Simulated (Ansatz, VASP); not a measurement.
# One calculation of ZnIn2Cl4, two programs

```xyz
7
Lattice="-2.5344 2.5344 7.7693 2.5344 -2.5344 7.7693 2.5344 2.5344 -7.7693" Properties=species:S:1:pos:R:3 pbc="T T T"
Zn    0.0000    0.0000    0.0000
In    0.0000    0.0000    5.6232
In    0.0000    0.0000    9.9154
Cl    0.0000    0.0000   13.1524
Cl    2.5344    0.0000    0.0000
Cl    0.0000    2.5344    0.0000
Cl    0.0000    0.0000    2.3862
```

Alike in both runs: task single point; functional PBE; k mesh 6 × 6 × 6; occupations gaussian, width 0.1 eV; no spin polarisation.

|  | VASP | Ansatz |
| --- | --- | --- |
| version | VASP 6.6.1 | Ansatz 0.2.0 |
| potentials or method | VASP PAW PBE potentials, release 64 (Zn, In_d, Cl), cutoff 520 eV | scalar-relativistic, plane waves, PAW |
| valence electrons in the cell | 66 | 66 |

|  | VASP | Ansatz | Ansatz less VASP |
| --- | --- | --- | --- |
| gap on the k mesh at the Fermi level (eV) | 2.12 | 2.11 | -0.005 |
| least direct gap on the mesh (eV) | 2.58 | 2.58 | -0.005 |
| pressure (GPa) | 0.0 | 0.0 | +0.03 |
| rms of the force components (eV/Å) | 0.004 | 0.000 | -0.0035 |

Atom by atom the forces differ by 0.004 eV/Å (rms over components).
